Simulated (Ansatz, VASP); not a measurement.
## Two plane-wave programs on Te2Mo

```xyz
6
Lattice="3.5039 0.0000 0.0000 -1.7519 3.0345 0.0000 0.0000 0.0000 24.7677" Properties=species:S:1:pos:R:3 pbc="T T T"
Te    0.0000    2.0230    4.5000
Te    0.0000    2.0230    8.1339
Te    1.1680    2.0230   11.5339
Te    1.1680    2.0230   15.1677
Mo    1.7519    1.0115    6.3169
Mo    2.9199    1.0115   13.3508
```

Alike in both runs: task single point; functional PBE; dispersion D3(BJ); k mesh 9 × 9 × 1; occupations gaussian, width 0.05 eV; no spin polarisation.

|  | VASP | Ansatz |
| --- | --- | --- |
| version | VASP 6.6.1 | Ansatz 0.2.0 |
| potentials or method | VASP PAW PBE potentials, release 64 (Te, Mo_sv), cutoff 520 eV | scalar-relativistic, plane waves, PAW |
| valence electrons in the cell | 52 | 92 |

Ansatz gave:

| Property | Result |
| --- | --- |
| gap on the k mesh at the Fermi level (eV) | 1.03 |
| least direct gap on the mesh (eV) | 1.15 |
| rms of the force components (eV/Å) | 0.072 |

Q: Which values does VASP return?

A: gap on the k mesh at the Fermi level (eV): 1.03; least direct gap on the mesh (eV): 1.15; rms of the force components (eV/Å): 0.068.

VASP's potentials hold 52 valence electrons a cell and Ansatz's 92, so a difference there can come from the potentials and not from the codes.

Neither program's run includes spin-orbit coupling.
